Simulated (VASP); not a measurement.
System: Al, a slab with vacuum.

```xyz
8
Lattice="2.8572 0.0000 0.0000 0.0000 4.0406 0.0000 0.0000 0.0000 25.0000" Properties=species:S:1:pos:R:3 pbc="T T T"
Al    1.4286    2.0203    7.5000
Al    0.0000    0.0000    8.9286
Al    1.4286    2.0203   10.3572
Al    0.0000    0.0000   11.7857
Al    1.4286    2.0203   13.2143
Al    0.0000    0.0000   14.6429
Al    1.4286    2.0203   16.0715
Al    0.0000    0.0000   17.5000
```

Base run:

```yaml
Program: VASP 6.6.1
Functional: PBE
Potentials_or_basis: VASP PAW PBE potentials, release 64 (Al)
Cutoff: 520 eV
k_mesh: 12 × 9 × 1
Occupations: gaussian, width 0.1 eV
Spin: no spin polarisation
```

Its results: band gap on the k mesh zero (bands 12 and 13 overlap by 2.26 eV); largest force 0.247 eV/Å.

**Question.** After a change of settings the same cell gave: band gap on the k mesh 0.44 eV (least direct gap 0.79 eV); largest force 2.032 eV/Å. Which change was it?
A. occupations from gaussian, width 0.1 eV to gaussian, width 0.01 eV; further incar settings from ALGO = Normal; EDIFF = 1e-06; NBANDS = 22 to ALGO = Normal; EDIFF = 1e-07; NBANDS = 22
B. k mesh from 12 × 9 × 1 to 2 × 2 × 1
C. occupations from gaussian, width 0.1 eV to gaussian, width 1.5 eV
D. k mesh from 12 × 9 × 1 to 1 × 9 × 1; further incar settings from ALGO = Normal; EDIFF = 1e-06; NBANDS = 22 to ALGO = Normal; EDIFF = 1e-07; NBANDS = 22

**Answer.** D.

Caveats: some runs use coarse meshes.
